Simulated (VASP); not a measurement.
# MgS: elastic constants with PBEsol

MgS:

```
Mg S
1.0
     0.00000    2.52541    2.52541
     2.52541    0.00000    2.52541
     2.52541    2.52541    0.00000
Mg S
1 1
Direct
  0.00000 0.00000 0.00000
  0.50000 0.50000 0.50000
```

```
Program                   : VASP 6.6.1
Task                      : elastic constants
Functional                : PBEsol
Potentials or basis       : VASP PAW PBE potentials, release 64 (Mg, S)
Cutoff                    : 600 eV
k mesh                    : 8 × 8 × 8
Occupations               : gaussian, width 0.01 eV
Spin                      : no spin polarisation
Dipole correction         : no
Ions in elastic constants : relaxed
Further INCAR settings    : ALGO = Normal; EDIFF = 1e-08; NBANDS = 11; IBRION = 6; POTIM = 0.015; NSW = 1; ISIF = 3
```

| Property | Result |
| --- | --- |
| Elastic constants C11, C12, C44 | 210, 44, 59 GPa |
| Voigt bulk modulus | 100 GPa |
| Highest phonon frequency at Γ, LO-TO splitting left out | 296 cm⁻¹ |

Phonon frequencies in cm⁻¹ (negative: imaginary):
```csv
q point,frequencies
"(0.000, 0.000, 0.000)",0 0 0 296 296 296
```

Elastic tensor in Voigt notation (GPa, in the Cartesian axes of the cell as first typed):
```
210  44  44   0   0   0
 44 210  44   0   0   0
 44  44 210   0   0   0
  0   0   0  59   0   0
  0   0   0   0  59   0
  0   0   0   0   0  59
```

Clamped-ion elastic tensor (GPa):
```
210  44  44   0   0   0
 44 210  44   0   0   0
 44  44 210   0   0   0
  0   0   0  59   0   0
  0   0   0   0  59   0
  0   0   0   0   0  59
```

Run time: 4.1 min on 1 thread of AMD EPYC 9R45 96-Core Processor (Zen 5) (shared host), peak memory 0.24 GiB.

Caveat: the cell is under stress, which shifts elastic constants; the PAW data sets were made with another functional, which shifts forces and pressure a little.
